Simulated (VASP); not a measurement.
Write the native input for VASP 6.6.1 that does the following.

```
Task                   : single point
Functional             : PBE
Potentials or basis    : VASP PAW PBE potentials, release 64 (Hg, Te)
Cutoff                 : 520 eV
k mesh                 : 10 × 10 × 10
Occupations            : gaussian, width 0.05 eV
Spin                   : no spin polarisation
Dipole correction      : no
Further INCAR settings : ALGO = Normal; EDIFF = 1e-06; NBANDS = 16
```

The structure of HgTe lies in POSCAR:

```
HgTe
1.0
    0.0000000000      3.2594588891      3.2594588891
    3.2594588891      0.0000000000      3.2594588891
    3.2594588891      3.2594588891      0.0000000000
Hg Te
1 1
Direct
    0.0000000000      0.0000000000      0.0000000000
    0.2500000000      0.2500000000      0.2500000000
```

One way to write it, as run:

INCAR

```
SYSTEM = HgTe
  PREC = Accurate
  ENCUT = 520
  EDIFF = 1E-6
  ISMEAR = 0
  SIGMA = 0.05
  LREAL = .False.
  LASPH = .True.
  NELM = 60
  ALGO = Normal
  ISIF = 2
  LWAVE = .False.
  LCHARG = .False.
  GGA = PE
  NBANDS = 16
```

KPOINTS

```
regular mesh
0
Gamma
  10 10 10
  0 0 0
```

Potentials or basis: VASP PAW PBE potentials, release 64 (Hg, Te).

Command:

```bash
$ cat potpaw_PBE.64/Hg/POTCAR potpaw_PBE.64/Te/POTCAR > POTCAR
$ mpirun -np 1 vasp_std > vasp.out
```

It gave:

The pressure is 2.5 GPa and the band gap on the k mesh is zero (filled and empty bands touch).

Caveat: semilocal functionals underestimate gaps, and a narrow one can read as zero; spin-orbit coupling is left out, which moves the levels of the heavy elements.

Wall time 68 s on 1 thread of Intel Xeon 8259CL (shared host), peak memory 0.23 GiB.
